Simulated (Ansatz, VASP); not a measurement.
# MgSi3N: VASP beside Ansatz

```
Mg Si N
1.0
     4.19795    0.00000    0.00000
     0.00000    4.19795    0.00000
     0.00000    0.00000    4.06951
Mg Si N
1 3 1
Direct
  0.00000 0.00000 0.98899
  0.00000 0.50000 0.47884
  0.50000 0.00000 0.47884
  0.50000 0.50000 0.12986
  0.50000 0.50000 0.69608
```

Alike in both runs: task single point; functional PBE; k mesh 10 × 10 × 10; occupations gaussian, width 0.1 eV; no spin polarisation.

|  | VASP | Ansatz |
| --- | --- | --- |
| version | VASP 6.6.1 | Ansatz 0.2.0 |
| potentials or method | VASP PAW PBE potentials, release 64 (Mg, Si, N), cutoff 520 eV | scalar-relativistic, plane waves, PAW |
| valence electrons in the cell | 19 | 27 |

```tsv
	VASP	Ansatz	Ansatz less VASP
gap on the k mesh at the Fermi level (eV)	none	none	-
pressure (GPa)	-0.1	0.0	+0.12
```

A gap of «none» marks a metal or a gap that the smearing closes. VASP's potentials hold 19 valence electrons a cell and Ansatz's 27, so a difference there can come from the potentials and not from the codes.
